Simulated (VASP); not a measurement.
Set up this calculation in VASP 6.6.1, as the native input.

| Property | Result |
| --- | --- |
| Task | single point |
| Functional | PBE |
| Potentials or basis | VASP PAW PBE potentials, release 64 (Li_sv, F) |
| Cutoff | 520 eV |
| k mesh | 6 × 6 × 1 |
| Occupations | gaussian, width 0.1 eV |
| Spin | no spin polarisation |
| Dipole correction | yes |
| Further INCAR settings | ALGO = Normal; EDIFF = 1e-07; NBANDS = 12 |

The structure of LiF lies in POSCAR:

```
LiF
1.0
    2.6970185478      0.0000000000      0.0000000000
    0.0000000000      2.6970185478      0.0000000000
    0.0000000000      0.0000000000     23.8000000000
Li F
1 1
Direct
    0.5000000000      0.5000000000      0.2941176471
    0.0000000000      0.0000000000      0.2941176471
```

These files were run (other wordings do the same):

INCAR

```
SYSTEM = LiF
PREC = Accurate
ENCUT = 520
EDIFF = 1E-7
ISMEAR = 0
SIGMA = 0.1
LREAL = .FALSE.
LASPH = .TRUE.
NELM = 60
ALGO = Normal
ISIF = 2
LWAVE = .FALSE.
LCHARG = .TRUE.
LDIPOL = .TRUE.
IDIPOL = 3
DIPOL = 0.5 0.5 0.294
GGA = PE
LELF = .TRUE.
LVHAR = .TRUE.
LVACPOTAV = .TRUE.
NBANDS = 12
```

KPOINTS

```
Automatic mesh
0
G
  6 6 1
  0 0 0
```

Potentials or basis: VASP PAW PBE potentials, release 64 (Li_sv, F).

Command:

```console
$ cat potpaw_PBE.64/Li_sv/POTCAR potpaw_PBE.64/F/POTCAR > POTCAR
$ mpirun -np 1 vasp_std > vasp.out
```

Results of the run:

```json
{
  "Band gap on the k mesh": "6.23 eV (least direct gap 6.59 eV)",
  "Ionisation potential of the upper face": "7.24 eV"
}
```

Wall time 32 s on 1 thread of Intel(R) Xeon(R) Platinum 8259CL CPU @ 2.50GHz (Skylake/Cascade Lake), with other jobs on the host, peak memory 0.24 GiB.
